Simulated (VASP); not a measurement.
# Rh (Im-3m) in VASP: a series of runs, part 2 of 2

VASP 6.6.1.

### 4 Single point, revPBE

This run uses another cell than the first one, of 14.71 Å³/atom, 0.926 times its volume.

File INCAR:

```
SYSTEM = Rh
PREC     = Accurate       ! precision mode
ENCUT    = 520            ! plane-wave cutoff, eV
EDIFF    = 1E-6           ! SCF threshold, eV
ISMEAR   = -1             ! smearing method
SIGMA    = 0.1            ! smearing width, eV
LREAL    = .False.        ! projectors in reciprocal space
LASPH    = .True.         ! aspherical terms in the spheres
NELM     = 80             ! most SCF steps
ALGO     = Normal         ! electronic algorithm
ISIF     = 2              ! what is computed and relaxed
LWAVE    = .False.        ! write WAVECAR
LCHARG   = .False.        ! write CHGCAR
GGA      = RE             ! functional
NBANDS   = 14             ! bands
```

File KPOINTS:

```
regular mesh
0
Gamma
  23 23 23
  0 0 0
```

File POSCAR:

```
Rh
1.0
   -1.5434491523      1.5434491523      1.5434491523
    1.5434491523     -1.5434491523      1.5434491523
    1.5434491523      1.5434491523     -1.5434491523
Rh
1
Direct
    0.0000000000      0.0000000000      0.0000000000
```

Potentials or basis: VASP PAW PBE potentials, release 64 (Rh_pv).

Command:

```console
> cat potpaw_PBE.64/Rh_pv/POTCAR > POTCAR
> mpirun -np 1 vasp_std > vasp.out
```

OUTCAR:

```text
SYSTEM = Rh
   PREC = Accurate
   ENCUT = 520
   EDIFF = 1E-6
   ISMEAR = -1
   LREAL = .False.
   LASPH = .True.
   NELM = 80
   ISIF = 2
   GGA = RE

 ion  position               nearest neighbor table
   1  0.000  0.000  0.000-

  LATTYP: Found a body centered cubic cell.
 ALAT       =     3.0868983046

  Lattice vectors:

 A1 = (  -1.5434491523,   1.5434491523,   1.5434491523)
 A2 = (   1.5434491523,  -1.5434491523,   1.5434491523)
 A3 = (   1.5434491523,   1.5434491523,  -1.5434491523)

Analysis of symmetry for initial positions (statically):
=====================================================================
 Subroutine PRICEL returns:
 Original cell was already a primitive cell.

 Routine SETGRP: Setting up the symmetry group for a
 body centered cubic supercell.

 Subroutine GETGRP returns: Found 48 space group operations
 (whereof 48 operations were pure point group operations)
 out of a pool of 48 trial point group operations.

The static configuration has the point symmetry O_h .

Analysis of symmetry for dynamics (positions and initial velocities):
=====================================================================
 Subroutine PRICEL returns:
 Original cell was already a primitive cell.

 Routine SETGRP: Setting up the symmetry group for a
 body centered cubic supercell.

 Subroutine GETGRP returns: Found 48 space group operations
 (whereof 48 operations were pure point group operations)
 out of a pool of 48 trial point group operations.

The dynamic configuration has the point symmetry O_h .

 Subroutine INISYM returns: Found 48 space group operations
 (whereof 48 operations are pure point group operations),
 and found     1 'primitive' translations

----------------------------------------------------------------------------------------

                                     Primitive cell

  volume of cell :      14.7074

  direct lattice vectors                    reciprocal lattice vectors
    -1.543449152  1.543449152  1.543449152     0.000000000  0.323949771  0.323949771
     1.543449152 -1.543449152  1.543449152     0.323949771  0.000000000  0.323949771
     1.543449152  1.543449152 -1.543449152     0.323949771  0.323949771  0.000000000

  length of vectors
     2.673332351  2.673332351  2.673332351     0.458134160  0.458134160  0.458134160

  position of ions in fractional coordinates (direct lattice)
     0.000000000  0.000000000  0.000000000

  ion indices of the primitive-cell ions
   primitive index   ion index
                 1           1

----------------------------------------------------------------------------------------

 KPOINTS: regular mesh

Automatic generation of k-mesh.
 Grid dimensions read from file:
 generate k-points for:   23   23   23

 Generating k-lattice:

  Cartesian coordinates                     Fractional coordinates (reciprocal lattice)
     0.000000000  0.014084773  0.014084773     0.043478261  0.000000000  0.000000000
     0.014084773  0.000000000  0.014084773     0.000000000  0.043478261  0.000000000
     0.014084773  0.014084773  0.000000000     0.000000000  0.000000000  0.043478261

  Length of vectors
     0.019918877  0.019918877  0.019918877

  Shift w.r.t. Gamma in fractional coordinates (k-lattice)
     0.000000000  0.000000000  0.000000000

 Subroutine IBZKPT returns following result:
 ===========================================

 Found    364 irreducible k-points:

 Following reciprocal coordinates:
            Coordinates               Weight
  0.000000  0.000000  0.000000      1.000000
  0.043478  0.000000  0.000000     12.000000
  0.086957  0.000000  0.000000     12.000000
  0.130435  0.000000  0.000000     12.000000
  0.173913  0.000000  0.000000     12.000000
  0.217391  0.000000  0.000000     12.000000
[... 16 lines left out ...]
  0.478261  0.043478  0.000000     24.000000
  0.086957  0.086957  0.000000     24.000000
 [... further k-points ...]
   k-points           NKPTS =    364   k-points in BZ     NKDIM =    364   number of bands    NBANDS=     14
   number of dos      NEDOS =    301   number of ions     NIONS =      1
   total plane-waves  NPLWV =   8000
   dimension x,y,z NGX =    20 NGY =   20 NGZ =   20
   dimension x,y,z NGXF=    40 NGYF=   40 NGZF=   40
   ions per type =               1
   NGX,Y,Z   is equivalent  to a cutoff of  12.44, 12.44, 12.44 a.u.
   NGXF,Y,Z  is equivalent  to a cutoff of  24.87, 24.87, 24.87 a.u.
 SYSTEM =  Rh
   PREC   = accura    normal or accurate (medium, high low for compatibility)
   ISTART =      0    job   : 0-new  1-cont  2-samecut
   ICHARG =      2    charge: 1-file 2-atom 10-const
   ISPIN  =      1    spin polarized calculation?
   LNONCOLLINEAR =      F non collinear calculations
   LSORBIT =      F    spin-orbit coupling
   LASPH  =      T    aspherical Exc in radial PAW
   ENCUT  =  520.0 eV  38.22 Ry    6.18 a.u.   4.97  4.97  4.97*2*pi/ulx,y,z
   NELM   =     80;   NELMIN=  2; NELMDL= -5     # of ELM steps
   EDIFF  = 0.1E-05   stopping-criterion for ELM
   LREAL  =      F    real-space projection
   EDIFFG = 0.1E-04   stopping-criterion for IOM
   NSW    =      0    number of steps for IOM
   IBRION =     -1    ionic relax: 0-MD 1-quasi-New 2-CG
   NFREE  =      0    steps in history (QN), initial steepest desc. (CG)
   ISIF   =      2    stress and relaxation
   ISYM   =      2    0-nonsym 1-usesym 2-fastsym
   POTIM  = 0.5000    time-step for ionic-motion
   TEBEG  =    0.0;   TEEND  =   0.0 temperature during run
   PSTRESS=    0.0 pullay stress
   NELECT =      15.0000    total number of electrons
   NUPDOWN=      -1.0000    fix difference up-down
   EMIN   =  10.00;   EMAX   =-10.00  energy-range for DOS
   EFERMI =   0.00;   METHOD = LEGACY
   ISMEAR =    -1;   SIGMA  =   0.10  broadening in eV -4-tet -1-fermi 0-gaus
   EFERMI_NEDOS =   21; number of points for ismear=-14 and -15
   IALGO  =     38    algorithm
   IMIX   =      4    mixing-type and parameters
     AMIX     =   0.40;   BMIX     =  1.00
     AMIX_MAG =   1.60;   BMIX_MAG =  1.00
  volume/ion in A,a.u.               =      14.71        99.25
  Fermi-wavevector in a.u.,A,eV,Ry     =   1.647883  3.114047 36.946851  2.715517
  Thomas-Fermi vector in A             =   2.737266
   LORBIT       =      0    0 simple, 1 ext, 2 COOP (PROOUT), +10 PAW based schemes
   GGA     = RE    functional components
   LHFCALC =     F    Hartree Fock is set to
   AEXX    =    0.0000 exact exchange contribution
   IVDW    =     0    specifies the selected vdW correction
   LEPSILON=     F    determine dielectric tensor
   LRPA    =     F    only Hartree local field effects (RPA)
 non-spin polarized calculation
  energy-cutoff  :      520.00
  volume of cell :       14.71
 maximum number of plane-waves:       410
   NGX =  9   NGY =  9   NGZ =  9

 number of electron      15.0000009 magnetization

 Free energy of the ion-electron system (eV)
  ---------------------------------------------------
  ext. energy  EPLUGINS =         0.00000000
  ---------------------------------------------------
  free energy    TOTEN  =        -6.44952309 eV

  energy without entropy =       -6.37347713  energy(sigma->0) =       -6.41150011

 E-fermi :  10.6321     XC(G=0): -13.5075

 val. band max:       10.6300923321   @ k =   0.2609   0.1739   0.0000
 cond. band min:      10.6325915063   @ k =  -0.3913  -0.4783   0.2609
 fundamental gap:      0.0024991743
 Fermi energy:        10.6321383004

 k-point     1 :       0.0000    0.0000    0.0000
  band No.  band energies     occupation
      1     -35.3375      2.00000
      2     -35.3375      2.00000
      3     -35.3375      2.00000
      4       3.3418      2.00000
      5       7.9442      2.00000
      6       7.9442      2.00000
      7       7.9442      2.00000
      8      10.2058      1.97225
      9      10.2058      1.97225
     10      29.0334      0.00000
     11      29.0334      0.00000
     12      29.0334      0.00000
     13      31.8483      0.00000
     14      38.4324      0.00000
[... 375 lines left out ...]
 k-point    24 :       0.0870    0.0870    0.0000
  band No.  band energies     occupation
      1     -35.4644      2.00000
      2     -35.3682      2.00000
      3     -35.3484      2.00000
      4       4.1982      2.00000
      5       7.6963      2.00000
      6       7.7980      2.00000
      7       8.6857      2.00000
      8       9.8584      1.99913
      9      10.2677      1.94904
     10      28.7450      0.00000
     11      29.3465      0.00000
     12      29.8962      0.00000
     13      31.8473      0.00000
     14      34.9315      0.00000

 [... further k-points ...]

------------------------ aborting loop because EDIFF is reached ----------------------------------------

  FORCE on cell =-STRESS in cart. coord.  units (eV):
  Direction    XX          YY          ZZ          XY          YZ          ZX
  --------------------------------------------------------------------------------------
  -------------------------------------------------------------------------------------
  Total        0.0058390      0.0058390      0.0058390     -0.0000000     -0.0000000      0.0000000
  in kB        0.6360779      0.6360779      0.6360779     -0.0000000     -0.0000000      0.0000000
  external PRESSURE =       0.6360779 kB  Pullay stress =       0.0000000 kB

 VOLUME and BASIS-vectors are now :
 -----------------------------------------------------------------------------
  energy-cutoff  :      520.00
  volume of cell :       14.71
      direct lattice vectors                 reciprocal lattice vectors
    -1.543449152  1.543449152  1.543449152     0.000000000  0.323949771  0.323949771
     1.543449152 -1.543449152  1.543449152     0.323949771  0.000000000  0.323949771
     1.543449152  1.543449152 -1.543449152     0.323949771  0.323949771  0.000000000

 POSITION                                       TOTAL-FORCE (eV/Angst)
 -----------------------------------------------------------------------------------
      0.00000      0.00000      0.00000        -0.000000     -0.000000      0.000000
 -----------------------------------------------------------------------------------
    total drift:                                0.000000     -0.000000      0.000000

  FREE ENERGIE OF THE ION-ELECTRON SYSTEM (eV)
  ---------------------------------------------------
  free  energy   TOTEN  =        -6.4495230931 eV

  energy  without entropy=       -6.3734771267  energy(sigma->0) =       -6.41150011
```

Run time: 25 s. Hardware: 1 thread of Intel Xeon 6975P-C (Granite Rapids), shared host; peak memory 0.17 GiB.

What came out:

```
Free energy : -6.4495 eV
Pressure    : 0.1 GPa
```

Levels at points of the mesh, in eV from the Fermi level:
```
           k point  band 5  band 6  band 7  band 8  band 9  band 10  band 11  band 12
(0.00, 0.00, 0.00)   -2.69   -2.69   -2.69   -0.43   -0.43    18.40    18.40    18.40
```

Caveat: the PAW data sets were made with another functional, which shifts forces and pressure a little.

### 5 Summary

| cell | k mesh | gap on the mesh (eV) | pressure (GPa) |
| --- | --- | --- | --- |
| a = 2.743 Å, angles 109.5°, 1 atom | 16 × 16 × 16 | none | -13.7 |
| a = 2.776 Å, angles 109.5°, 1 atom | 16 × 16 × 16 | none | -18.3 |
| a = 2.673 Å, angles 109.5°, 1 atom | 23 × 23 × 23 | none | 0.1 |

Alike in all rows: task single point; level revPBE; potentials or basis VASP PAW PBE potentials, release 64 (Rh_pv); no spin polarisation; cutoff (eV) 520; smearing fermi-dirac 0.1 eV.

Caveats: the PAW data sets were made with another functional, which shifts forces and pressure a little.

Total energies depend on the potentials used, so only differences within one code and one set of settings carry meaning.
